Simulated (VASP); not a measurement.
**AgI: vibrations by perturbation theory with PBEsol**

The system is AgI.

```
Ag I
1.0
     4.52850    0.00000    0.00000
    -2.26425    3.92180    0.00000
     0.00000    0.00000    7.40391
Ag I
2 2
Direct
  0.66667 0.33333 0.62755
  0.33333 0.66667 0.12755
  0.66667 0.33333 0.00245
  0.33333 0.66667 0.50245
```

```
Program                : VASP 6.6.1
Task                   : vibrations by perturbation theory
Functional             : PBEsol
Potentials or basis    : VASP PAW PBE potentials, release 64 (Ag, I)
Cutoff                 : 500 eV
k mesh                 : 6 × 6 × 4
Occupations            : gaussian, width 0.01 eV
Spin                   : no spin polarisation
Dipole correction      : no
Further INCAR settings : ALGO = Normal; EDIFF = 1e-08; NBANDS = 26; IBRION = 8; NSW = 1
```

```yaml
Highest_phonon_frequency_at_Γ_LO-TO_splitting_left_out: 129 cm⁻¹
```

Phonon frequencies in cm⁻¹ (negative: imaginary):
```
              q point                             frequencies
(0.000, 0.000, 0.000)  0 0 0 17 17 80 113 114 114 119 119 129
```

Wall time 13 min on 1 thread of Oxide Virtual Turin-like Processor (shared host), peak memory 0.62 GiB.
